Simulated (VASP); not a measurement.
Here is a VASP 6.6.1 calculation.

INCAR

```
SYSTEM = B
PREC = Accurate
ENCUT = 520
EDIFF = 1E-6
ISMEAR = -1
SIGMA = 0.13605693000000002
LREAL = .False.
LASPH = .True.
NELM = 100
ALGO = Normal
ISIF = 2
LWAVE = .False.
LCHARG = .False.
GGA = PS
NBANDS = 8
```

File KPOINTS:

```
Automatic mesh
0
Gamma
  18 18 18
  0 0 0
```

The input POSCAR:

```
B
1.0
   -1.1509129486      1.1509129486      1.1509129486
    1.1509129486     -1.1509129486      1.1509129486
    1.1509129486      1.1509129486     -1.1509129486
B
1
Direct
    0.0000000000      0.0000000000      0.0000000000
```

Potentials or basis: VASP PAW PBE potentials, release 64 (B).

Launch:

```console
$ cat potpaw_PBE.64/B/POTCAR > POTCAR
$ mpirun -np 1 vasp_std > vasp.out
```

Problem. Estimate the pressure.

Solution. -0.8 GPa.

Caveat: the PAW data sets were made with another functional, which shifts forces and pressure a little.
